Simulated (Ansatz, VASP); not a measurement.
**Two plane-wave programs on Rh**

```
CELL_PARAMETERS angstrom
0.00000 1.90006 1.90006
1.90006 0.00000 1.90006
1.90006 1.90006 0.00000
ATOMIC_POSITIONS crystal
Rh 0.00000 0.00000 0.00000
```

Alike in both runs: task single point; functional PBE; k mesh 4 × 4 × 4; occupations fermi-dirac, width 0.15 eV; non-collinear spin, spin-orbit coupling.

|  | VASP | Ansatz |
| --- | --- | --- |
| version | VASP 6.6.1 | Ansatz 0.2.0 development build |
| potentials or method | VASP PAW PBE potentials, release 64 (Rh_pv) | plane waves, PAW datasets (hand-made set) |
| plane-wave cutoff (eV) | 500 | 540 |
| valence electrons in the cell | 15 | 17 |

```tsv
	VASP	Ansatz	Ansatz less VASP
net moment per atom (μB)	0.00	0.00	0.000
```

VASP's potentials hold 15 valence electrons a cell and Ansatz's 17, so a difference there can come from the potentials and not from the codes. Ansatz's warnings: stress scf threshold loose.

The k mesh is coarse, so the values compare programs but aren't converged.
